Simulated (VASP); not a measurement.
# HgTe (F-43m) in VASP: a series of runs

Runs on HgTe. Level: PBE. Tasks: single point, relaxation of cell and atoms.

All numbers are computed with VASP 6.6.1; they aren't measurements. Logs are shortened: lines on timing, memory, paths and dates and some standing lists are left out, and cuts for length are marked.

## Step 1: The cell of the first run

It takes space group F-43m (No. 216, cubic). The conventional cell has a = 6.650 Å, b = 6.650 Å, c = 6.650 Å, α = 90.00°, β = 90.00°, γ = 90.00°. Hg (site symmetry -43m) has 4 Te at 2.88 Å within 3.8 Å. Within 3.8 Å of Te (site symmetry -43m) lie 4 Hg at 2.88 Å.

## Step 2: Single point, PBE

Contents of INCAR:

```
  ALGO = Normal
  EDIFF = 1E-6
  ENCUT = 520
  GGA = PE
  ISIF = 2
  ISMEAR = 0
  LASPH = True
  LCHARG = True
  LELF = True
  LREAL = False
  LVHAR = True
  LWAVE = False
  NBANDS = 16
  NELM = 60
  PREC = Accurate
  SIGMA = 0.1
```

Contents of KPOINTS:

```
k-points
0
Gamma
  12 12 12
```

Contents of POSCAR:

```
HgTe
1.0
    0.0000000000      3.3247980880      3.3247980880
    3.3247980880      0.0000000000      3.3247980880
    3.3247980880      3.3247980880      0.0000000000
Hg Te
1 1
Direct
    0.0000000000      0.0000000000      0.0000000000
    0.7500000000      0.7500000000      0.7500000000
```

Potentials or basis: VASP PAW PBE potentials, release 64 (Hg, Te).

Started as:

```sh
$ cat potpaw_PBE.64/Hg/POTCAR potpaw_PBE.64/Te/POTCAR > POTCAR
$ mpirun -np 1 vasp_std > vasp.out
```

OUTCAR:

```text
EDIFF = 1E-6
   ENCUT = 520
   GGA = PE
   ISIF = 2
   ISMEAR = 0
   LASPH = True
   LREAL = False
   NELM = 60
   PREC = Accurate

 ion  position               nearest neighbor table
   1  0.000  0.000  0.000-   2 2.88   2 2.88   2 2.88   2 2.88
   2  0.750  0.750  0.750-   1 2.88   1 2.88   1 2.88   1 2.88

  LATTYP: Found a face centered cubic cell.
 ALAT       =     6.6495961760

  Lattice vectors:

 A1 = (   0.0000000000,   3.3247980880,   3.3247980880)
 A2 = (   3.3247980880,   0.0000000000,   3.3247980880)
 A3 = (   3.3247980880,   3.3247980880,   0.0000000000)

Analysis of symmetry for initial positions (statically):
=====================================================================
 Subroutine PRICEL returns:
 Original cell was already a primitive cell.

 Routine SETGRP: Setting up the symmetry group for a
 face centered cubic supercell.

 Subroutine GETGRP returns: Found 24 space group operations
 (whereof 24 operations were pure point group operations)
 out of a pool of 48 trial point group operations.

The static configuration has the point symmetry T_d .

Analysis of symmetry for dynamics (positions and initial velocities):
=====================================================================
 Subroutine PRICEL returns:
 Original cell was already a primitive cell.

 Routine SETGRP: Setting up the symmetry group for a
 face centered cubic supercell.

 Subroutine GETGRP returns: Found 24 space group operations
 (whereof 24 operations were pure point group operations)
 out of a pool of 48 trial point group operations.

The dynamic configuration has the point symmetry T_d .

 Subroutine INISYM returns: Found 24 space group operations
 (whereof 24 operations are pure point group operations),
 and found     1 'primitive' translations

----------------------------------------------------------------------------------------

                                     Primitive cell

  volume of cell :      73.5065

  direct lattice vectors                    reciprocal lattice vectors
     0.000000000  3.324798088  3.324798088    -0.150385072  0.150385072  0.150385072
     3.324798088  0.000000000  3.324798088     0.150385072 -0.150385072  0.150385072
     3.324798088  3.324798088  0.000000000     0.150385072  0.150385072 -0.150385072

  length of vectors
     4.701974548  4.701974548  4.701974548     0.260474585  0.260474585  0.260474585

  position of ions in fractional coordinates (direct lattice)
     0.000000000  0.000000000  0.000000000
     0.750000000  0.750000000  0.750000000

  ion indices of the primitive-cell ions
   primitive index   ion index
                 1           1
                 2           2

----------------------------------------------------------------------------------------

 KPOINTS: k-points

Automatic generation of k-mesh.
 Grid dimensions read from file:
 generate k-points for:   12   12   12

 Generating k-lattice:

  Cartesian coordinates                     Fractional coordinates (reciprocal lattice)
    -0.012532089  0.012532089  0.012532089     0.083333333  0.000000000  0.000000000
     0.012532089 -0.012532089  0.012532089     0.000000000  0.083333333  0.000000000
     0.012532089  0.012532089 -0.012532089     0.000000000  0.000000000  0.083333333

  Length of vectors
     0.021706215  0.021706215  0.021706215

  Shift w.r.t. Gamma in fractional coordinates (k-lattice)
     0.000000000  0.000000000  0.000000000

 Subroutine IBZKPT returns following result:
 ===========================================

 Found     72 irreducible k-points:

 Following reciprocal coordinates:
            Coordinates               Weight
  0.000000  0.000000  0.000000      1.000000
  0.083333  0.000000  0.000000      8.000000
  0.166667  0.000000  0.000000      8.000000
  0.250000  0.000000  0.000000      8.000000
  0.333333  0.000000  0.000000      8.000000
  0.416667  0.000000  0.000000      8.000000
[... 16 lines left out ...]
  0.500000  0.166667  0.000000     24.000000
 -0.416667  0.166667  0.000000     24.000000
 [... further k-points ...]
   k-points           NKPTS =     72   k-points in BZ     NKDIM =     72   number of bands    NBANDS=     16
   number of dos      NEDOS =    301   number of ions     NIONS =      2
   total plane-waves  NPLWV =  46656
   dimension x,y,z NGX =    36 NGY =   36 NGZ =   36
   dimension x,y,z NGXF=    72 NGYF=   72 NGZF=   72
   ions per type =               1   1
   NGX,Y,Z   is equivalent  to a cutoff of  12.73, 12.73, 12.73 a.u.
   NGXF,Y,Z  is equivalent  to a cutoff of  25.46, 25.46, 25.46 a.u.
 SYSTEM =  unknown system
   PREC   = accura    normal or accurate (medium, high low for compatibility)
   ISTART =      0    job   : 0-new  1-cont  2-samecut
   ICHARG =      2    charge: 1-file 2-atom 10-const
   ISPIN  =      1    spin polarized calculation?
   LNONCOLLINEAR =      F non collinear calculations
   LSORBIT =      F    spin-orbit coupling
   LASPH  =      T    aspherical Exc in radial PAW
   ENCUT  =  520.0 eV  38.22 Ry    6.18 a.u.   8.74  8.74  8.74*2*pi/ulx,y,z
   NELM   =     60;   NELMIN=  2; NELMDL= -5     # of ELM steps
   EDIFF  = 0.1E-05   stopping-criterion for ELM
   LREAL  =      F    real-space projection
   EDIFFG = 0.1E-04   stopping-criterion for IOM
   NSW    =      0    number of steps for IOM
   IBRION =     -1    ionic relax: 0-MD 1-quasi-New 2-CG
   NFREE  =      0    steps in history (QN), initial steepest desc. (CG)
   ISIF   =      2    stress and relaxation
   ISYM   =      2    0-nonsym 1-usesym 2-fastsym
   POTIM  = 0.5000    time-step for ionic-motion
   TEBEG  =    0.0;   TEEND  =   0.0 temperature during run
   PSTRESS=    0.0 pullay stress
   NELECT =      18.0000    total number of electrons
   NUPDOWN=      -1.0000    fix difference up-down
   EMIN   =  10.00;   EMAX   =-10.00  energy-range for DOS
   EFERMI =   0.00;   METHOD = LEGACY
   ISMEAR =     0;   SIGMA  =   0.10  broadening in eV -4-tet -1-fermi 0-gaus
   EFERMI_NEDOS =   21; number of points for ismear=-14 and -15
   IALGO  =     38    algorithm
   IMIX   =      4    mixing-type and parameters
     AMIX     =   0.40;   BMIX     =  1.00
     AMIX_MAG =   1.60;   BMIX_MAG =  1.00
  volume/ion in A,a.u.               =      36.75       248.02
  Fermi-wavevector in a.u.,A,eV,Ry     =   1.024213  1.935482 14.272685  1.049013
  Thomas-Fermi vector in A             =   2.157988
   LORBIT       =      0    0 simple, 1 ext, 2 COOP (PROOUT), +10 PAW based schemes
   GGA     = PE    functional components
   LHFCALC =     F    Hartree Fock is set to
   AEXX    =    0.0000 exact exchange contribution
   IVDW    =     0    specifies the selected vdW correction
   LEPSILON=     F    determine dielectric tensor
   LRPA    =     F    only Hartree local field effects (RPA)
 non-spin polarized calculation
 Gauss-broadening in eV      SIGMA  =   0.10
  energy-cutoff  :      520.00
  volume of cell :       73.51
 maximum number of plane-waves:      2006
   NGX = 17   NGY = 17   NGZ = 17

 number of electron      17.9999998 magnetization

 Free energy of the ion-electron system (eV)
  ---------------------------------------------------
  ext. energy  EPLUGINS =         0.00000000
  ---------------------------------------------------
  free energy    TOTEN  =        -3.65186447 eV

  energy without entropy =       -3.65170011  energy(sigma->0) =       -3.65178229

 E-fermi :   2.3107     XC(G=0):  -8.3605

 val. band max:        2.2391464837   @ k =   0.0000   0.0000   0.0000
 cond. band min:       2.5926691443   @ k =   0.0833   0.0000   0.0000
 fundamental gap:      0.3535226605
 Fermi energy:         2.3107215863

 k-point     1 :       0.0000    0.0000    0.0000
  band No.  band energies     occupation
      1      -9.1780      2.00000
      2      -4.6547      2.00000
      3      -4.6547      2.00000
      4      -4.6547      2.00000
      5      -4.2219      2.00000
      6      -4.2219      2.00000
[... 8 lines left out ...]
     15      11.6691      0.00000
     16      11.6691      0.00000

 k-point     2 :       0.0833    0.0000    0.0000
  band No.  band energies     occupation
      1      -9.1488      2.00000
      2      -4.6466      2.00000
      3      -4.6466      2.00000
      4      -4.6420      2.00000
      5      -4.2227      2.00000
      6      -4.2227      2.00000
[... 8 lines left out ...]
     15      11.2063      0.00000
     16      11.2063      0.00000

 k-point     3 :       0.1667    0.0000    0.0000
  band No.  band energies     occupation
      1      -9.0675      2.00000
      2      -4.6251      2.00000
      3      -4.6251      2.00000
      4      -4.5971      2.00000
      5      -4.2238      2.00000
      6      -4.2238      2.00000
[... 8 lines left out ...]
     15      10.8049      0.00000
     16      10.8049      0.00000

 k-point     4 :       0.2500    0.0000    0.0000
  band No.  band energies     occupation
      1      -8.9523      2.00000
      2      -4.5976      2.00000
      3      -4.5976      2.00000
      4      -4.5015      2.00000
      5      -4.2222      2.00000
      6      -4.2222      2.00000
[... 8 lines left out ...]
     15      10.7417      0.00000
     16      10.7417      0.00000

 k-point     5 :       0.3333    0.0000    0.0000
  band No.  band energies     occupation
      1      -8.8321      2.00000
      2      -4.5733      2.00000
      3      -4.5733      2.00000
      4      -4.3361      2.00000
      5      -4.2163      2.00000
      6      -4.2163      2.00000
[... 8 lines left out ...]
     15      11.0747      0.00000
     16      11.0747      0.00000

 k-point     6 :       0.4167    0.0000    0.0000
  band No.  band energies     occupation
      1      -8.7409      2.00000
      2      -4.5580      2.00000
      3      -4.5580      2.00000
      4      -4.2086      2.00000
      5      -4.2086      2.00000
      6      -4.1112      2.00000
[... 8 lines left out ...]
     15      11.7051      0.00000
     16      11.7051      0.00000

 k-point     7 :       0.5000    0.0000    0.0000
  band No.  band energies     occupation
      1      -8.7067      2.00000
      2      -4.5530      2.00000
      3      -4.5530      2.00000
      4      -4.2050      2.00000
      5      -4.2050      2.00000
      6      -3.9702      2.00000
[... 8 lines left out ...]
     15      12.1740      0.00000
     16      12.1740      0.00000

 k-point     8 :       0.0833    0.0833    0.0000
  band No.  band energies     occupation
      1      -9.1391      2.00000
      2      -4.6476      2.00000
      3      -4.6390      2.00000
      4      -4.6390      2.00000
      5      -4.2275      2.00000
      6      -4.2185      2.00000
[... 8 lines left out ...]
     15      10.6425      0.00000
     16      11.7070      0.00000

 k-point     9 :       0.1667    0.0833    0.0000
  band No.  band energies     occupation
      1      -9.0750      2.00000
      2      -4.6322      2.00000
      3      -4.6174      2.00000
      4      -4.6080      2.00000
      5      -4.2322      2.00000
      6      -4.2157      2.00000
[... 8 lines left out ...]
     15      10.2683      0.00000
     16      11.4115      0.00000
[... 172 lines left out ...]
 k-point    19 :       0.1667    0.1667    0.0000
  band No.  band energies     occupation
      1      -9.0302      2.00000
      2      -4.6209      2.00000
      3      -4.5944      2.00000
      4      -4.5944      2.00000
      5      -4.2397      2.00000
      6      -4.2093      2.00000
[... 8 lines left out ...]
     15      10.6214      0.00000
     16      11.8182      0.00000

 k-point    20 :       0.2500    0.1667    0.0000
  band No.  band energies     occupation
      1      -8.9431      2.00000
      2      -4.5964      2.00000
      3      -4.5636      2.00000
      4      -4.5443      2.00000
      5      -4.2412      2.00000
      6      -4.2040      2.00000
[... 8 lines left out ...]
     15      11.3290      0.00000
     16      11.7465      0.00000

 k-point    21 :       0.3333    0.1667    0.0000
  band No.  band energies     occupation
      1      -8.8344      2.00000
      2      -4.5700      2.00000
      3      -4.5348      2.00000
      4      -4.4429      2.00000
      5      -4.2245      2.00000
      6      -4.1992      2.00000
[... 8 lines left out ...]
     15      11.5849      0.00000
     16      11.8520      0.00000

 k-point    22 :       0.4167    0.1667    0.0000
  band No.  band energies     occupation
      1      -8.7329      2.00000
      2      -4.5487      2.00000
      3      -4.5157      2.00000
      4      -4.3205      2.00000
      5      -4.1968      2.00000
      6      -4.1488      2.00000
[... 8 lines left out ...]
     15      11.6056      0.00000
     16      12.2472      0.00000

 k-point    23 :       0.5000    0.1667    0.0000
  band No.  band energies     occupation
      1      -8.6679      2.00000
      2      -4.5360      2.00000
      3      -4.5094      2.00000
      4      -4.2575      2.00000
      5      -4.2007      2.00000
      6      -3.9831      2.00000
[... 8 lines left out ...]
     15      11.7842      0.00000
     16      12.2796      0.00000

 k-point    24 :      -0.4167    0.1667    0.0000
  band No.  band energies     occupation
      1      -8.6595      2.00000
      2      -4.5312      2.00000
      3      -4.5154      2.00000
      4      -4.2325      2.00000
      5      -4.2124      2.00000
      6      -3.9449      2.00000
[... 8 lines left out ...]
     15      11.5009      0.00000
     16      11.7526      0.00000

 [... further k-points ...]
[... 5 lines left out ...]
  --------------------------------------------------------------------------------------
  -------------------------------------------------------------------------------------
  Total        0.0282554      0.0282554      0.0282554      0.0000000      0.0000000      0.0000000
  in kB        0.6158655      0.6158655      0.6158655      0.0000000      0.0000000      0.0000000
  external PRESSURE =       0.6158655 kB  Pullay stress =       0.0000000 kB

 VOLUME and BASIS-vectors are now :
 -----------------------------------------------------------------------------
  energy-cutoff  :      520.00
  volume of cell :       73.51
      direct lattice vectors                 reciprocal lattice vectors
     0.000000000  3.324798088  3.324798088    -0.150385072  0.150385072  0.150385072
     3.324798088  0.000000000  3.324798088     0.150385072 -0.150385072  0.150385072
     3.324798088  3.324798088  0.000000000     0.150385072  0.150385072 -0.150385072

 POSITION                                       TOTAL-FORCE (eV/Angst)
 -----------------------------------------------------------------------------------
      0.00000      0.00000      0.00000         0.000000     -0.000000      0.000000
      4.98720      4.98720      4.98720        -0.000000      0.000000     -0.000000
 -----------------------------------------------------------------------------------
    total drift:                                0.000000      0.000000      0.000000

  FREE ENERGIE OF THE ION-ELECTRON SYSTEM (eV)
  ---------------------------------------------------
  free  energy   TOTEN  =        -3.6518644729 eV

  energy  without entropy=       -3.6517001105  energy(sigma->0) =       -3.65178229
```

Wall time 28 s (1 thread of Intel Xeon 6975P-C (Granite Rapids), shared host); peak memory 0.25 GiB.

What came out:

```yaml
Free_energy: -3.6519 eV
Pressure: 0.1 GPa
Band_gap_on_the_k_mesh: zero (filled and empty bands touch)
```

Caveat: spin-orbit coupling is left out, which moves the levels of the heavy elements.

## Step 3: Single point, PBE

Contents of INCAR:

```
SYSTEM = HgTe
PREC = Accurate ; ENCUT = 520
EDIFF = 1E-7 ; ISMEAR = 0
SIGMA = 0.1 ; LREAL = .FALSE.
LASPH = .TRUE. ; NELM = 80
ALGO = Normal ; ISIF = 2
LWAVE = .FALSE. ; LCHARG = .FALSE.
GGA = PE ; NBANDS = 16
```

Contents of KPOINTS:

```
Automatic mesh
0
G
  12 12 12
  0 0 0
```

POSCAR is that of step 2.

Potentials or basis: VASP PAW PBE potentials, release 64 (Hg, Te).

Started as:

```sh
$ cat potpaw_PBE.64/Hg/POTCAR potpaw_PBE.64/Te/POTCAR > POTCAR
$ mpirun -np 1 vasp_std > vasp.out
```

It took 31 s on 1 thread of Intel Xeon 6975P-C (Granite Rapids), shared host; peak memory 0.26 GiB.

The run converged. Its results:

```
Free energy            : -3.6519 eV
Pressure               : 0.1 GPa
Band gap on the k mesh : zero (filled and empty bands touch)
```

Levels at points of the mesh, in eV from the Fermi level:
| k point | band 6 | band 7 | band 8 | band 9 | band 10 | band 11 | band 12 | band 13 |
| --- | --- | --- | --- | --- | --- | --- | --- | --- |
| (0.00, 0.00, 0.00) | -6.53 | -0.99 | -0.07 | -0.07 | -0.07 | 4.30 | 4.30 | 4.30 |
| (0.50, 0.00, 0.00) | -6.28 | -5.03 | -0.90 | -0.90 | 0.63 | 5.04 | 5.04 | 6.73 |
| (0.50, 0.50, 0.00) | -6.17 | -5.06 | -2.00 | -2.00 | 1.84 | 2.64 | 7.85 | 8.44 |

Caveat: spin-orbit coupling is left out, which moves the levels of the heavy elements.

## Step 4: Relaxation of cell and atoms, PBE

Contents of INCAR:

```
SYSTEM = HgTe
ALGO = Normal
EDIFF = 1E-6
EDIFFG = -0.005
ENCUT = 600
GGA = PE
IBRION = 2
ISIF = 3
ISMEAR = 0
LASPH = .TRUE.
LCHARG = .FALSE.
LREAL = .FALSE.
LWAVE = .FALSE.
NELM = 60
NSW = 100
PREC = Accurate
SIGMA = 0.1
```

Contents of KPOINTS:

```
k-points
0
G
  12 12 12
  0 0 0
```

POSCAR is that of step 3.

Started as:

```sh
$ cat potpaw_PBE.64/Hg/POTCAR potpaw_PBE.64/Te/POTCAR > POTCAR
$ mpirun -np 1 vasp_std > vasp.out
```

It took 54 s on 1 thread of Intel Xeon 6975P-C (Granite Rapids), shared host; peak memory 0.3 GiB.

It converged, with:

| Property | Result |
| --- | --- |
| Free energy | -3.6520 eV |
| Relaxed volume | 36.86 Å³/atom |
| Relaxed cell | a = 4.706 Å, b = 4.706 Å, c = 4.706 Å, α = 60.00°, β = 60.00°, γ = 60.00° |
| Space group after relaxing (to 0.05 Å) | F-43m (No. 216) |
| Energy gained by relaxing | 0.0 meV/atom |
| Ionic steps | 2 |
| Pressure after relaxing | 0.0 GPa |
| Band gap on the k mesh | zero (filled and empty bands touch) |

Final structure:
```cif
data_structure
_symmetry_space_group_name_H-M 'P 1'
_symmetry_Int_Tables_number 1
_cell_length_a 4.7065
_cell_length_b 4.7065
_cell_length_c 4.7065
_cell_angle_alpha 60.000
_cell_angle_beta 60.000
_cell_angle_gamma 60.000
_cell_volume 73.72
loop_
_atom_site_label
_atom_site_type_symbol
_atom_site_fract_x
_atom_site_fract_y
_atom_site_fract_z
_atom_site_occupancy
Hg1 Hg 0.00000 0.00000 0.00000 1
Te1 Te 0.75000 0.75000 0.75000 1
```

Levels at points of the mesh, in eV from the Fermi level:
```tsv
k point	band 6	band 7	band 8	band 9	band 10	band 11	band 12	band 13
(0.00, 0.00, 0.00)	-6.52	-1.00	-0.07	-0.07	-0.07	4.31	4.31	4.31
(0.50, 0.00, 0.00)	-6.27	-5.01	-0.90	-0.90	0.63	5.04	5.04	6.73
(0.50, 0.50, 0.00)	-6.16	-5.04	-1.99	-1.99	1.84	2.64	7.84	8.43
```

Caveat: spin-orbit coupling is left out, which moves the levels of the heavy elements.
